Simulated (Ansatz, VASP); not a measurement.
# H: VASP beside Ansatz

```xyz
2
Lattice="-1.7023 1.7023 2.1333 1.7023 -1.7023 2.1333 1.7023 1.7023 -2.1333" Properties=species:S:1:pos:R:3 pbc="T T T"
H     0.0000    0.0000    3.8510
H     0.0000    0.0000    0.4157
```

Alike in both runs: task single point; functional PBEsol; k mesh 10 × 10 × 10; occupations gaussian, width 0.02 eV; no spin polarisation.

```csv
,VASP,Ansatz
version,VASP 6.6.1,Ansatz 0.2.0
potentials or method,"VASP PAW PBE potentials, release 64 (H), cutoff 520 eV","scalar-relativistic, plane waves, PAW"
valence electrons in the cell,2,2
```

VASP gave:

```
gap on the k mesh at the Fermi level (eV)                     : 7.92
least direct gap on the mesh (eV)                             : 8.65
pressure (GPa)                                                : -3.5
traceless stress, the component that is largest in VASP (GPa) : -6.76
rms of the force components (eV/Å)                            : 1.090
```

Task: Which values does Ansatz return?

Result: gap on the k mesh at the Fermi level (eV): 7.93; least direct gap on the mesh (eV): 8.66; pressure (GPa): -3.4; traceless stress, the component that is largest in VASP (GPa): -6.80; rms of the force components (eV/Å): 1.098.

VASP's potentials were made for PBE, not for PBEsol. Atom by atom the forces differ by 0.007 eV/Å (rms over components). With one functional, cell and mesh, what is left measures potentials, basis and numerics.
